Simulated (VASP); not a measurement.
# Na (a cell with a defect) in VASP: a series of runs

Na (a cell with a defect) is run at these levels: PBEsol; tasks: single point.

Program: VASP 6.6.1. These are calculated values, not measurements. Logs are shortened: lines on timing, memory, paths and dates and some standing lists are left out, and cuts for length are marked.

## 1. The cell of the first run

The cell holds a defect, 17 atoms: a = 8.460 Å, b = 8.460 Å, c = 8.460 Å, α = 90.00°, β = 90.00°, γ = 90.00°.

## 2. Single point, PBEsol

Contents of INCAR:

```
PREC = Accurate
ENCUT = 520
EDIFF = 1E-6
ISMEAR = -1
SIGMA = 0.1
LREAL = Auto
LASPH = True
NELM = 80
ALGO = Normal
ISIF = 2
LWAVE = False
LCHARG = False
GGA = PS
NBANDS = 74
```

Contents of KPOINTS:

```
Automatic mesh
0
Gamma
  2 2 2
```

Contents of POSCAR:

```
Na
1.0
    8.4600000000      0.0000000000      0.0000000000
    0.0000000000      8.4600000000      0.0000000000
    0.0000000000      0.0000000000      8.4600000000
Na
17
Direct
    0.1646926714     -0.0079078014      0.0627186761
    0.4906973995      0.1070212766     -0.0711583924
    0.0747044917      0.5338770686      0.0109101655
   -0.1067021277     -0.0769148936      0.4067494090
    0.2626832151      0.2803900709      0.2727304965
    0.5686997636      0.4192080378     -0.0066903073
    0.4674586288      0.0887115839      0.5324822695
    0.8322813239      0.3212647754      0.2146217494
   -0.0395153664      0.5842198582      0.5186524823
    0.2749527187      0.7059456265      0.3320803783
    0.1623877069      0.3281323877      0.6906501182
    0.5010992908      0.4957210402      0.5674586288
    0.5653073286      0.8078605201      0.1950236407
    0.7795862884      0.2239716312      0.7356028369
    0.3856382979      0.6691843972      0.8905082742
    0.6765484634      0.8019976359      0.7109219858
    0.1703309693     -0.1068203310      0.6965011820
```

Potentials or basis: VASP PAW PBE potentials, release 64 (Na_pv).

Started as:

```console
cat potpaw_PBE.64/Na_pv/POTCAR > POTCAR
mpirun -np 1 vasp_std > vasp.out
```

OUTCAR:

```text
PREC = Accurate
   ENCUT = 520
   EDIFF = 1E-6
   ISMEAR = -1
   LREAL = Auto
   LASPH = True
   NELM = 80
   ISIF = 2
   GGA = PS

 ion  position               nearest neighbor table
   1  0.165  0.992  0.063-
   2  0.491  0.107  0.929-   6 2.78
   3  0.075  0.534  0.011-
   4  0.893  0.923  0.407-
   5  0.263  0.280  0.273-
   6  0.569  0.419  0.993-  15 2.76   2 2.78
   7  0.467  0.089  0.532-
   8  0.832  0.321  0.215-
   9  0.960  0.584  0.519-
  10  0.275  0.706  0.332-
  11  0.162  0.328  0.691-
  12  0.501  0.496  0.567-
  13  0.565  0.808  0.195-
  14  0.780  0.224  0.736-
  15  0.386  0.669  0.891-   6 2.76
  16  0.677  0.802  0.711-
  17  0.170  0.893  0.697-

  LATTYP: Found a simple cubic cell.
 ALAT       =     8.4600000000

  Lattice vectors:

 A1 = (   8.4600000000,   0.0000000000,   0.0000000000)
 A2 = (   0.0000000000,   8.4600000000,   0.0000000000)
 A3 = (   0.0000000000,   0.0000000000,   8.4600000000)

Analysis of symmetry for initial positions (statically):
=====================================================================
 Subroutine PRICEL returns:
 Original cell was already a primitive cell.

 Routine SETGRP: Setting up the symmetry group for a
 simple cubic supercell.

 Subroutine GETGRP returns: Found  1 space group operations
 (whereof  1 operations were pure point group operations)
 out of a pool of 48 trial point group operations.

The static configuration has the point symmetry C_1 .

Analysis of symmetry for dynamics (positions and initial velocities):
=====================================================================
 Subroutine PRICEL returns:
 Original cell was already a primitive cell.

 Routine SETGRP: Setting up the symmetry group for a
 simple cubic supercell.

 Subroutine GETGRP returns: Found  1 space group operations
 (whereof  1 operations were pure point group operations)
 out of a pool of 48 trial point group operations.

The dynamic configuration has the point symmetry C_1 .

 Subroutine INISYM returns: Found  1 space group operations
 (whereof  1 operations are pure point group operations),
 and found     1 'primitive' translations

----------------------------------------------------------------------------------------

                                     Primitive cell

  volume of cell :     605.4957

  direct lattice vectors                    reciprocal lattice vectors
     8.460000000  0.000000000  0.000000000     0.118203310  0.000000000  0.000000000
     0.000000000  8.460000000  0.000000000     0.000000000  0.118203310  0.000000000
     0.000000000  0.000000000  8.460000000     0.000000000  0.000000000  0.118203310

  length of vectors
     8.460000000  8.460000000  8.460000000     0.118203310  0.118203310  0.118203310

  position of ions in fractional coordinates (direct lattice)
     0.164692671  0.992092199  0.062718676
     0.490697400  0.107021277  0.928841608
     0.074704492  0.533877069  0.010910166
     0.893297872  0.923085106  0.406749409
     0.262683215  0.280390071  0.272730497
     0.568699764  0.419208038  0.993309693
[... 9 lines left out ...]
     0.676548463  0.801997636  0.710921986
     0.170330969  0.893179669  0.696501182

  ion indices of the primitive-cell ions
   primitive index   ion index
                 1           1
                 2           2
                 3           3
                 4           4
                 5           5
                 6           6
[... 9 lines left out ...]
                16          16
                17          17

----------------------------------------------------------------------------------------

 KPOINTS: Automatic mesh

Automatic generation of k-mesh.
 Grid dimensions read from file:
 generate k-points for:    2    2    2

 Generating k-lattice:

  Cartesian coordinates                     Fractional coordinates (reciprocal lattice)
     0.059101655  0.000000000  0.000000000     0.500000000  0.000000000  0.000000000
     0.000000000  0.059101655  0.000000000     0.000000000  0.500000000  0.000000000
     0.000000000  0.000000000  0.059101655     0.000000000  0.000000000  0.500000000

  Length of vectors
     0.059101655  0.059101655  0.059101655

  Shift w.r.t. Gamma in fractional coordinates (k-lattice)
     0.000000000  0.000000000  0.000000000

 Subroutine IBZKPT returns following result:
 ===========================================

 Found      8 irreducible k-points:

 Following reciprocal coordinates:
            Coordinates               Weight
  0.000000  0.000000  0.000000      1.000000
  0.500000  0.000000  0.000000      1.000000
  0.000000  0.500000  0.000000      1.000000
  0.000000  0.000000  0.500000      1.000000
  0.500000  0.500000  0.000000      1.000000
  0.000000  0.500000  0.500000      1.000000
  0.500000  0.000000  0.500000      1.000000
  0.500000  0.500000  0.500000      1.000000
   k-points           NKPTS =      8   k-points in BZ     NKDIM =      8   number of bands    NBANDS=     74
   number of dos      NEDOS =    301   number of ions     NIONS =     17
   total plane-waves  NPLWV = 262144
   dimension x,y,z NGX =    64 NGY =   64 NGZ =   64
   dimension x,y,z NGXF=   128 NGYF=  128 NGZF=  128
   ions per type =              17
   NGX,Y,Z   is equivalent  to a cutoff of  12.58, 12.58, 12.58 a.u.
   NGXF,Y,Z  is equivalent  to a cutoff of  25.15, 25.15, 25.15 a.u.
 SYSTEM =  unknown system
   PREC   = accura    normal or accurate (medium, high low for compatibility)
   ISTART =      0    job   : 0-new  1-cont  2-samecut
   ICHARG =      2    charge: 1-file 2-atom 10-const
   ISPIN  =      1    spin polarized calculation?
   LNONCOLLINEAR =      F non collinear calculations
   LSORBIT =      F    spin-orbit coupling
   LASPH  =      T    aspherical Exc in radial PAW
   ENCUT  =  520.0 eV  38.22 Ry    6.18 a.u.  15.73 15.73 15.73*2*pi/ulx,y,z
   NELM   =     80;   NELMIN=  2; NELMDL= -5     # of ELM steps
   EDIFF  = 0.1E-05   stopping-criterion for ELM
   LREAL  =      T    real-space projection
   EDIFFG = 0.1E-04   stopping-criterion for IOM
   NSW    =      0    number of steps for IOM
   IBRION =     -1    ionic relax: 0-MD 1-quasi-New 2-CG
   NFREE  =      0    steps in history (QN), initial steepest desc. (CG)
   ISIF   =      2    stress and relaxation
   ISYM   =      2    0-nonsym 1-usesym 2-fastsym
   POTIM  = 0.5000    time-step for ionic-motion
   TEBEG  =    0.0;   TEEND  =   0.0 temperature during run
   PSTRESS=    0.0 pullay stress
   NELECT =     119.0000    total number of electrons
   NUPDOWN=      -1.0000    fix difference up-down
   EMIN   =  10.00;   EMAX   =-10.00  energy-range for DOS
   EFERMI =   0.00;   METHOD = LEGACY
   ISMEAR =    -1;   SIGMA  =   0.10  broadening in eV -4-tet -1-fermi 0-gaus
   EFERMI_NEDOS =   21; number of points for ismear=-14 and -15
   IALGO  =     38    algorithm
   IMIX   =      4    mixing-type and parameters
     AMIX     =   0.40;   BMIX     =  1.00
     AMIX_MAG =   1.60;   BMIX_MAG =  1.00
  volume/ion in A,a.u.               =      35.62       240.36
  Fermi-wavevector in a.u.,A,eV,Ry     =   0.951817  1.798673 12.326274  0.905956
  Thomas-Fermi vector in A             =   2.080322
   LORBIT       =      0    0 simple, 1 ext, 2 COOP (PROOUT), +10 PAW based schemes
   GGA     = PS    functional components
   LHFCALC =     F    Hartree Fock is set to
   AEXX    =    0.0000 exact exchange contribution
   IVDW    =     0    specifies the selected vdW correction
   LEPSILON=     F    determine dielectric tensor
   LRPA    =     F    only Hartree local field effects (RPA)
 non-spin polarized calculation
  energy-cutoff  :      520.00
  volume of cell :      605.50
 maximum number of plane-waves:     16384
 NGX is ok and might be reduce to    64
   NGX = 31   NGY = 31   NGZ = 31

 number of electron     119.0000013 magnetization

 Free energy of the ion-electron system (eV)
  ---------------------------------------------------
  ext. energy  EPLUGINS =         0.00000000
  ---------------------------------------------------
  free energy    TOTEN  =       -21.55670841 eV

  energy without entropy =      -21.21324938  energy(sigma->0) =      -21.38497889

 E-fermi :   0.2227     XC(G=0):  -6.5685

 val. band max:        0.1992131596   @ k =   0.0000   0.5000   0.5000
 cond. band min:       0.2438569950   @ k =   0.5000   0.0000   0.5000
 fundamental gap:      0.0446438355
 Fermi energy:         0.2227465587

 k-point     1 :       0.0000    0.0000    0.0000
  band No.  band energies     occupation
      1     -24.7546      2.00000
      2     -24.7243      2.00000
      3     -24.7149      2.00000
      4     -24.7059      2.00000
      5     -24.6615      2.00000
      6     -24.6580      2.00000
[... 63 lines left out ...]
     70       1.6452      0.00000
     71       2.9326      0.00000

 k-point     2 :       0.5000    0.0000    0.0000
  band No.  band energies     occupation
      1     -24.7546      2.00000
      2     -24.7241      2.00000
      3     -24.7152      2.00000
      4     -24.7059      2.00000
      5     -24.6618      2.00000
      6     -24.6580      2.00000
[... 63 lines left out ...]
     70       2.0535      0.00000
     71       2.1479      0.00000

 k-point     3 :       0.0000    0.5000    0.0000
  band No.  band energies     occupation
      1     -24.7547      2.00000
      2     -24.7244      2.00000
      3     -24.7152      2.00000
      4     -24.7059      2.00000
      5     -24.6615      2.00000
      6     -24.6577      2.00000
[... 359 lines left out ...]
     70       2.5333      0.00000
     71       2.6686      0.00000

 k-point     8 :       0.5000    0.5000    0.5000
  band No.  band energies     occupation
      1     -24.7547      2.00000
      2     -24.7242      2.00000
      3     -24.7154      2.00000
      4     -24.7059      2.00000
      5     -24.6618      2.00000
      6     -24.6576      2.00000
[... 63 lines left out ...]
     70       2.6673      0.00000
     71       2.7195      0.00000
 [bands above 71 left out]

------------------------ aborting loop because EDIFF is reached ----------------------------------------

  FORCE on cell =-STRESS in cart. coord.  units (eV):
  Direction    XX          YY          ZZ          XY          YZ          ZX
  --------------------------------------------------------------------------------------
  -------------------------------------------------------------------------------------
  Total        5.5157099      4.9320527      3.3094049      0.5645843     -0.7218965     -0.3493307
  in kB       14.5948928     13.0505014      8.7568800      1.4939234     -1.9101805     -0.9243495
  external PRESSURE =      12.1340914 kB  Pullay stress =       0.0000000 kB

 VOLUME and BASIS-vectors are now :
 -----------------------------------------------------------------------------
  energy-cutoff  :      520.00
  volume of cell :      605.50
      direct lattice vectors                 reciprocal lattice vectors
     8.460000000  0.000000000  0.000000000     0.118203310  0.000000000  0.000000000
     0.000000000  8.460000000  0.000000000     0.000000000  0.118203310  0.000000000
     0.000000000  0.000000000  8.460000000     0.000000000  0.000000000  0.118203310

 POSITION                                       TOTAL-FORCE (eV/Angst)
 -----------------------------------------------------------------------------------
      1.39330      8.39310      0.53060        -0.352744     -0.069180      0.051385
      4.15130      0.90540      7.85800        -0.217449     -0.427269      0.031152
      0.63200      4.51660      0.09230        -0.286307      0.119596     -0.031930
      7.55730      7.80930      3.44110         0.053093      0.401698     -0.202131
      2.22230      2.37210      2.30730         0.038359      0.179354      0.049711
      4.81120      3.54650      8.40340         0.076992      0.308789      0.202541
[... 9 lines left out ...]
      5.72360      6.78490      6.01440         0.235632      0.052345      0.168034
      1.44100      7.55630      5.89240        -0.133369      0.032609     -0.170997
 -----------------------------------------------------------------------------------
    total drift:                               -0.000235     -0.001825      0.000363

  FREE ENERGIE OF THE ION-ELECTRON SYSTEM (eV)
  ---------------------------------------------------
  free  energy   TOTEN  =       -21.5567084123 eV

  energy  without entropy=      -21.2132493770  energy(sigma->0) =      -21.38497889
```

Run time: 14 min. Hardware: 1 thread of Intel Xeon 8259CL, shared host; peak memory 0.63 GiB.

Results:

- Free energy: -21.5567 eV
- Pressure: 1.2 GPa
- Largest force: 0.517 eV/Å
- Band gap on the k mesh: zero (an odd number of electrons rules out a gap without spin polarisation)

Forces in eV/Å, atoms in the order of the input:
```
Na  -0.353 -0.069  0.051
Na  -0.217 -0.427  0.031
Na  -0.286  0.120 -0.032
Na   0.053  0.402 -0.202
Na   0.038  0.179  0.050
Na   0.077  0.309  0.203
Na   0.057 -0.149 -0.245
Na  -0.013 -0.260  0.325
Na  -0.140 -0.257  0.028
Na  -0.263 -0.041  0.150
Na   0.216 -0.223  0.116
Na   0.134 -0.104 -0.220
Na   0.502  0.125 -0.002
Na   0.390  0.033 -0.132
Na  -0.297  0.277 -0.117
Na   0.236  0.052  0.168
Na  -0.133  0.033 -0.171
```

Stress tensor (GPa, compression positive):
```
 1.46  0.15 -0.09
 0.15  1.31 -0.19
-0.09 -0.19  0.88
```

Caveat: the k points lie up to 0.37 Å⁻¹ apart, too coarse for converged energies and pressures of a metal; the atoms stand as in a frame of molecular dynamics; the PAW data sets were made with another functional, which shifts forces and pressure a little.

[end of part 1 of 2]

The gap in the log of VASP goes by the Fermi energy; the results here count the filled bands.